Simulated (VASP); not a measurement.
# Sn (Cmme) in VASP: notebook

Runs on Sn. Level: PBE. Tasks: single point, relaxation of cell and atoms.

All numbers are computed with VASP 6.6.1; they aren't measurements. Logs are shortened: lines on timing, memory, paths and dates and some standing lists are left out, and cuts for length are marked.

## (1) The cell of the first run

It takes space group Cmme (No. 67, orthorhombic). The conventional cell has a = 3.560 Å, b = 4.714 Å, c = 6.867 Å, α = 90.00°, β = 90.00°, γ = 90.00°. Sn (site symmetry mm2) has 10 Sn at 2.95 to 3.69 Å within 3.9 Å.

The cell was generated, and may not be a known phase.

## (2) Single point, PBE

INCAR reads:

```
PREC     = Accurate       # precision mode
ENCUT    = 520            # plane-wave cutoff, eV
EDIFF    = 1E-7           # SCF threshold, eV
ISMEAR   = 0              # smearing method
SIGMA    = 0.1            # smearing width, eV
LREAL    = F              # projectors in reciprocal space
LASPH    = T              # aspherical terms in the spheres
NELM     = 60             # most SCF steps
ALGO     = Normal         # electronic algorithm
ISIF     = 2              # what is computed and relaxed
LWAVE    = F              # write WAVECAR
LCHARG   = F              # write CHGCAR
GGA      = PE             # functional
NBANDS   = 21             # bands
```

KPOINTS reads:

```
Automatic mesh
0
Gamma
  6 6 4
```

POSCAR reads:

```
Sn
1.0
    1.7800098100     -2.3568779100      0.0000000000
    1.7800098100      2.3568779100      0.0000000000
    0.0000000000      0.0000000000      6.8665991900
Sn
2
Direct
    0.2500000000      0.7500000000      0.7929363200
    0.7500000000      0.2500000000      0.2070636800
```

Potentials or basis: VASP PAW PBE potentials, release 64 (Sn_d).

Launch:

```sh
$ cat potpaw_PBE.64/Sn_d/POTCAR > POTCAR
$ mpirun -np 1 vasp_std > vasp.out
```

OUTCAR:

```text
PREC = Accurate
   ENCUT = 520
   EDIFF = 1E-7
   ISMEAR = 0
   LREAL = F
   LASPH = T
   NELM = 60
   ISIF = 2
   GGA = PE

 ion  position               nearest neighbor table
   1  0.250  0.750  0.793-   2 3.35   2 3.35   2 3.69   2 3.69
   2  0.750  0.250  0.207-   1 3.35   1 3.35   1 3.69   1 3.69

  LATTYP: Found a base centered orthorhombic cell.
 ALAT       =     3.5600196200
 B/A-ratio  =     1.3240814162
 C/A-ratio  =     1.9288093671

  Lattice vectors:

 A1 = (   1.7800098100,  -2.3568779100,   0.0000000000)
 A2 = (   1.7800098100,   2.3568779100,   0.0000000000)
 A3 = (   0.0000000000,   0.0000000000,   6.8665991900)

Analysis of symmetry for initial positions (statically):
=====================================================================
 Subroutine PRICEL returns:
 Original cell was already a primitive cell.

 Routine SETGRP: Setting up the symmetry group for a
 base centered orthorhombic supercell.

 Subroutine GETGRP returns: Found  8 space group operations
 (whereof  4 operations were pure point group operations)
 out of a pool of  8 trial point group operations.

The static configuration has the point symmetry C_2h.
 The point group associated with its full space group is D_2h.

Analysis of symmetry for dynamics (positions and initial velocities):
=====================================================================
 Subroutine PRICEL returns:
 Original cell was already a primitive cell.

 Routine SETGRP: Setting up the symmetry group for a
 base centered orthorhombic supercell.

 Subroutine GETGRP returns: Found  8 space group operations
 (whereof  4 operations were pure point group operations)
 out of a pool of  8 trial point group operations.

The dynamic configuration has the point symmetry C_2h.
 The point group associated with its full space group is D_2h.

 Subroutine INISYM returns: Found  8 space group operations
 (whereof  4 operations are pure point group operations),
 and found     1 'primitive' translations

----------------------------------------------------------------------------------------

                                     Primitive cell

  volume of cell :      57.6144

  direct lattice vectors                    reciprocal lattice vectors
     1.780009810 -2.356877910  0.000000000     0.280897328 -0.212145058  0.000000000
     1.780009810  2.356877910  0.000000000     0.280897328  0.212145058  0.000000000
     0.000000000  0.000000000  6.866599190     0.000000000  0.000000000  0.145632499

  length of vectors
     2.953524743  2.953524743  6.866599190     0.352006867  0.352006867  0.145632499

  position of ions in fractional coordinates (direct lattice)
     0.250000000  0.750000000  0.792936320
     0.750000000  0.250000000  0.207063680

  ion indices of the primitive-cell ions
   primitive index   ion index
                 1           1
                 2           2

----------------------------------------------------------------------------------------

 KPOINTS: Automatic mesh

Automatic generation of k-mesh.
 Grid dimensions read from file:
 generate k-points for:    6    6    4

 Generating k-lattice:

  Cartesian coordinates                     Fractional coordinates (reciprocal lattice)
     0.046816221 -0.035357510  0.000000000     0.166666667 -0.000000000  0.000000000
     0.046816221  0.035357510  0.000000000    -0.000000000  0.166666667  0.000000000
     0.000000000  0.000000000  0.036408125     0.000000000  0.000000000  0.250000000

  Length of vectors
     0.058667811  0.058667811  0.036408125

  Shift w.r.t. Gamma in fractional coordinates (k-lattice)
     0.000000000  0.000000000  0.000000000

 Subroutine IBZKPT returns following result:
 ===========================================

 Found     39 irreducible k-points:

 Following reciprocal coordinates:
            Coordinates               Weight
  0.000000  0.000000  0.000000      1.000000
  0.166667  0.000000  0.000000      4.000000
  0.333333 -0.000000  0.000000      4.000000
  0.500000 -0.000000  0.000000      2.000000
  0.166667  0.166667  0.000000      2.000000
  0.333333  0.166667  0.000000      4.000000
[... 16 lines left out ...]
  0.333333  0.333333  0.250000      4.000000
  0.500000  0.333333  0.250000      8.000000
 [... further k-points ...]
   k-points           NKPTS =     39   k-points in BZ     NKDIM =     39   number of bands    NBANDS=     21
   number of dos      NEDOS =    301   number of ions     NIONS =      2
   total plane-waves  NPLWV =  31104
   dimension x,y,z NGX =    24 NGY =   24 NGZ =   54
   dimension x,y,z NGXF=    48 NGYF=   48 NGZF=  108
   ions per type =               2
   NGX,Y,Z   is equivalent  to a cutoff of  13.51, 13.51, 13.07 a.u.
   NGXF,Y,Z  is equivalent  to a cutoff of  27.02, 27.02, 26.15 a.u.
 SYSTEM =  unknown system
   PREC   = accura    normal or accurate (medium, high low for compatibility)
   ISTART =      0    job   : 0-new  1-cont  2-samecut
   ICHARG =      2    charge: 1-file 2-atom 10-const
   ISPIN  =      1    spin polarized calculation?
   LNONCOLLINEAR =      F non collinear calculations
   LSORBIT =      F    spin-orbit coupling
   LASPH  =      T    aspherical Exc in radial PAW
   ENCUT  =  520.0 eV  38.22 Ry    6.18 a.u.   5.49  5.49 12.77*2*pi/ulx,y,z
   NELM   =     60;   NELMIN=  2; NELMDL= -5     # of ELM steps
   EDIFF  = 0.1E-06   stopping-criterion for ELM
   LREAL  =      F    real-space projection
   EDIFFG = 0.1E-05   stopping-criterion for IOM
   NSW    =      0    number of steps for IOM
   IBRION =     -1    ionic relax: 0-MD 1-quasi-New 2-CG
   NFREE  =      0    steps in history (QN), initial steepest desc. (CG)
   ISIF   =      2    stress and relaxation
   ISYM   =      2    0-nonsym 1-usesym 2-fastsym
   POTIM  = 0.5000    time-step for ionic-motion
   TEBEG  =    0.0;   TEEND  =   0.0 temperature during run
   PSTRESS=    0.0 pullay stress
   NELECT =      28.0000    total number of electrons
   NUPDOWN=      -1.0000    fix difference up-down
   EMIN   =  10.00;   EMAX   =-10.00  energy-range for DOS
   EFERMI =   0.00;   METHOD = LEGACY
   ISMEAR =     0;   SIGMA  =   0.10  broadening in eV -4-tet -1-fermi 0-gaus
   EFERMI_NEDOS =   21; number of points for ismear=-14 and -15
   IALGO  =     38    algorithm
   IMIX   =      4    mixing-type and parameters
     AMIX     =   0.40;   BMIX     =  1.00
     AMIX_MAG =   1.60;   BMIX_MAG =  1.00
  volume/ion in A,a.u.               =      28.81       194.40
  Fermi-wavevector in a.u.,A,eV,Ry     =   1.287114  2.432293 22.540272  1.656663
  Thomas-Fermi vector in A             =   2.419148
   LORBIT       =      0    0 simple, 1 ext, 2 COOP (PROOUT), +10 PAW based schemes
   GGA     = PE    functional components
   LHFCALC =     F    Hartree Fock is set to
   AEXX    =    0.0000 exact exchange contribution
   IVDW    =     0    specifies the selected vdW correction
   LEPSILON=     F    determine dielectric tensor
   LRPA    =     F    only Hartree local field effects (RPA)
 non-spin polarized calculation
 Gauss-broadening in eV      SIGMA  =   0.10
  energy-cutoff  :      520.00
  volume of cell :       57.61
 maximum number of plane-waves:      1579
 NGX is ok and might be reduce to    24
   NGX = 11   NGY = 11   NGZ = 25

 number of electron      28.0000003 magnetization

 Free energy of the ion-electron system (eV)
  ---------------------------------------------------
  ext. energy  EPLUGINS =         0.00000000
  ---------------------------------------------------
  free energy    TOTEN  =        -7.08373336 eV

  energy without entropy =       -7.07815644  energy(sigma->0) =       -7.08094490

 E-fermi :   7.4234     XC(G=0):  -9.9024

 val. band max:        7.3803500301   @ k =   0.3333  -0.0000   0.5000
 cond. band min:       7.4376324248   @ k =   0.5000   0.1667   0.0000
 fundamental gap:      0.0572823947
 Fermi energy:         7.4233719837

 k-point     1 :       0.0000    0.0000    0.0000
  band No.  band energies     occupation
      1     -14.4196      2.00000
      2     -14.4018      2.00000
      3     -14.2956      2.00000
      4     -14.2839      2.00000
      5     -14.0952      2.00000
      6     -14.0187      2.00000
[... 13 lines left out ...]
     20      17.8885      0.00000
     21      18.5323      0.00000

 k-point     2 :       0.1667    0.0000    0.0000
  band No.  band energies     occupation
      1     -14.3747      2.00000
      2     -14.3632      2.00000
      3     -14.2329      2.00000
      4     -14.2279      2.00000
      5     -14.1111      2.00000
      6     -14.0565      2.00000
[... 13 lines left out ...]
     20      16.9402      0.00000
     21      19.2544      0.00000

 k-point     3 :       0.3333   -0.0000    0.0000
  band No.  band energies     occupation
      1     -14.3579      2.00000
      2     -14.3564      2.00000
      3     -14.1872      2.00000
      4     -14.1658      2.00000
      5     -14.0767      2.00000
      6     -14.0697      2.00000
[... 13 lines left out ...]
     20      15.8315      0.00000
     21      19.4316      0.00000

 k-point     4 :       0.5000   -0.0000    0.0000
  band No.  band energies     occupation
      1     -14.3631      2.00000
      2     -14.3631      2.00000
      3     -14.2147      2.00000
      4     -14.2147      2.00000
      5     -14.0614      2.00000
      6     -14.0614      2.00000
[... 13 lines left out ...]
     20      15.7555      0.00000
     21      17.6459      0.00000

 k-point     5 :       0.1667    0.1667    0.0000
  band No.  band energies     occupation
      1     -14.2974      2.00000
      2     -14.2823      2.00000
      3     -14.2144      2.00000
      4     -14.2135      2.00000
      5     -14.1056      2.00000
      6     -14.0803      2.00000
[... 13 lines left out ...]
     20      16.1088      0.00000
     21      16.3745      0.00000
[... 382 lines left out ...]
     20      16.5142      0.00000
     21      17.3078      0.00000

 k-point    22 :      -0.1667    0.1667    0.2500
  band No.  band energies     occupation
      1     -14.2710      2.00000
      2     -14.2562      2.00000
      3     -14.2241      2.00000
      4     -14.2129      2.00000
      5     -14.1207      2.00000
      6     -14.0669      2.00000
[... 13 lines left out ...]
     20      17.2182      0.00000
     21      18.3920      0.00000

 k-point    23 :       0.3333    0.3333    0.2500
  band No.  band energies     occupation
      1     -14.1915      2.00000
      2     -14.1806      2.00000
      3     -14.1588      2.00000
      4     -14.1533      2.00000
      5     -14.1350      2.00000
      6     -14.1155      2.00000
[... 13 lines left out ...]
     20      14.8447      0.00000
     21      16.8307      0.00000

 k-point    24 :       0.5000    0.3333    0.2500
  band No.  band energies     occupation
      1     -14.2416      2.00000
      2     -14.2204      2.00000
      3     -14.2119      2.00000
      4     -14.1993      2.00000
      5     -14.1294      2.00000
      6     -14.1109      2.00000
[... 13 lines left out ...]
     20      14.6986      0.00000
     21      14.8932      0.00000

 [... further k-points ...]

------------------------ aborting loop because EDIFF is reached ----------------------------------------

  FORCE on cell =-STRESS in cart. coord.  units (eV):
  Direction    XX          YY          ZZ          XY          YZ          ZX
  --------------------------------------------------------------------------------------
  -------------------------------------------------------------------------------------
  Total        3.5904712      4.2652331     -0.4674720      0.0000000     -0.0000000      0.0000000
  in kB       99.8460423    118.6102375    -12.9997494      0.0000000     -0.0000000      0.0000000
  external PRESSURE =      68.4855102 kB  Pullay stress =       0.0000000 kB

 VOLUME and BASIS-vectors are now :
 -----------------------------------------------------------------------------
  energy-cutoff  :      520.00
  volume of cell :       57.61
      direct lattice vectors                 reciprocal lattice vectors
     1.780009810 -2.356877910  0.000000000     0.280897328 -0.212145058  0.000000000
     1.780009810  2.356877910  0.000000000     0.280897328  0.212145058  0.000000000
     0.000000000  0.000000000  6.866599190     0.000000000  0.000000000  0.145632499

 POSITION                                       TOTAL-FORCE (eV/Angst)
 -----------------------------------------------------------------------------------
      1.78001      1.17844      5.44478         0.000000      0.000000     -0.219587
      1.78001     -1.17844      1.42182         0.000000      0.000000      0.219587
 -----------------------------------------------------------------------------------
    total drift:                                0.000000      0.000000     -0.000000

  FREE ENERGIE OF THE ION-ELECTRON SYSTEM (eV)
  ---------------------------------------------------
  free  energy   TOTEN  =        -7.0837333624 eV

  energy  without entropy=       -7.0781564424  energy(sigma->0) =       -7.08094490
```

Wall time 24 s (1 thread of Intel Xeon Platinum 8488C (Sapphire Rapids), shared host); peak memory 0.18 GiB.

What came out:

- Free energy: -7.0837 eV
- Pressure: 6.8 GPa
- Largest force: 0.220 eV/Å
- Band gap on the k mesh: zero (bands 14 and 15 overlap by 4.06 eV)

Forces on the atoms (eV/Å):
```
Sn   0.000  0.000 -0.220
Sn   0.000  0.000  0.220
```

Caveat: the k points lie up to 0.37 Å⁻¹ apart, too coarse for converged energies and pressures of a metal; spin-orbit coupling is left out, which moves the levels of the heavy elements.

[end of part 1 of 2]

The gap in the log of VASP goes by the Fermi energy; the results here count the filled bands.